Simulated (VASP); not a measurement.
# SnO2: single point with LDA

Crystal: SnO2.

```
Sn O
1.0
     1.61709    0.93363    4.80059
    -1.61709    0.93363    4.80059
     0.00000   -1.86726    4.80059
Sn O
1 2
Direct
  0.45239 0.45239 0.53272
  0.23717 0.23717 0.23717
  0.76283 0.76283 0.76283
```

This cell differs from its parent crystal: atom 1 (Sn) moved by (-0.150, -0.300) A along y and z.

```json
{"Program": "VASP 6.6.1", "Task": "single point", "Functional": "LDA", "Potentials or basis": "VASP PAW LDA potentials, release 64 (Sn_d, O)", "Cutoff": "520 eV", "k mesh": "12 × 12 × 12", "Occupations": "gaussian, width 0.05 eV", "Spin": "no spin polarisation"}
```

| Item | Value |
| --- | --- |
| Pressure | -2.5 GPa |
| Largest force | 5.684 eV/Å |
| Band gap on the k mesh | 0.98 eV, direct |

Forces on the atoms (eV/Å):
```
Sn   0.000  2.029  5.309
O    0.000 -0.306 -2.858
O    0.000 -1.723 -2.452
```

Stress tensor (GPa, compression positive):
```
  9.51   0.00   0.00
  0.00  -4.13   3.20
  0.00   3.20 -12.99
```

Levels at points of the mesh, in eV from the valence-band top:
| k point | band 11 | band 12 | band 13 | band 14 | band 15 | band 16 |
| --- | --- | --- | --- | --- | --- | --- |
| (0.00, 0.00, 0.00) | -0.97 | -0.31 | 0.00 | 0.98 | 5.50 | 9.64 |
| (0.50, 0.00, 0.00) | -2.14 | -0.94 | -0.39 | 4.26 | 6.94 | 8.26 |
| (0.00, 0.00, 0.50) | -2.04 | -0.96 | -0.27 | 4.28 | 6.74 | 8.58 |
| (0.50, 0.50, 0.00) | -1.57 | -0.42 | -0.18 | 3.85 | 6.05 | 8.79 |
| (0.50, 0.00, 0.50) | -1.66 | -0.43 | -0.28 | 3.92 | 6.11 | 8.50 |
| (0.50, 0.50, 0.50) | -2.13 | -0.32 | -0.01 | 2.28 | 5.22 | 10.00 |

It took 12 min on 1 thread of Intel Xeon 6975P-C (shared host), peak memory 0.49 GiB.

Caveat: the cell differs from its parent crystal (atom 1 (Sn) moved by (-0.150, -0.300) A along y and z); spin-orbit coupling is left out, which moves the levels of the heavy elements; forces of over 1 eV/Å act on the atoms, so gaps and moduli don't describe the material at rest. A k mesh can miss the band edges.
